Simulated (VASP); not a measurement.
Here is a VASP 6.6.1 calculation.

The input INCAR:

```
PREC = Accurate
ENCUT = 520
EDIFF = 1E-6
ISMEAR = 0
SIGMA = 0.05
LREAL = F
LASPH = T
NELM = 80
ALGO = Normal
ISIF = 2
LWAVE = F
LCHARG = F
NBANDS = 11
```

File KPOINTS:

```
Automatic mesh
0
Gamma
  12 12 12
```

Contents of POSCAR:

```
Si
1.0
    0.0000000000      2.8729748734      2.6535349594
    2.5758869899      0.0000000000      2.6535349594
    2.5758869899      2.8729748734      0.0000000000
Si
2
Direct
    0.5000000000      0.5000000000      0.5000000000
    0.7500000000      0.7500000000      0.7500000000
```

Potentials or basis: VASP PAW LDA potentials, release 64 (Si).

Launch:

```bash
$ cat potpaw_LDA.64/Si/POTCAR > POTCAR
$ mpirun -np 1 vasp_std > vasp.out
```

Problem. Estimate the pressure.

Solution. 0.1 GPa.

Problem. Predict the band gap on the k mesh.

Solution. Zero (band 4 reaches 6.32 eV, above the bottom of band 5 at 6.02 eV).

Stress tensor (GPa, compression positive):
```
 4.39  0.00  0.00
 0.00 -6.85  0.00
 0.00  0.00  2.63
```

Caveat: the cell differs from its parent crystal (strain +e along x and -e along y -0.0550, strain +e along z and -e/2 along x and y -0.0175).
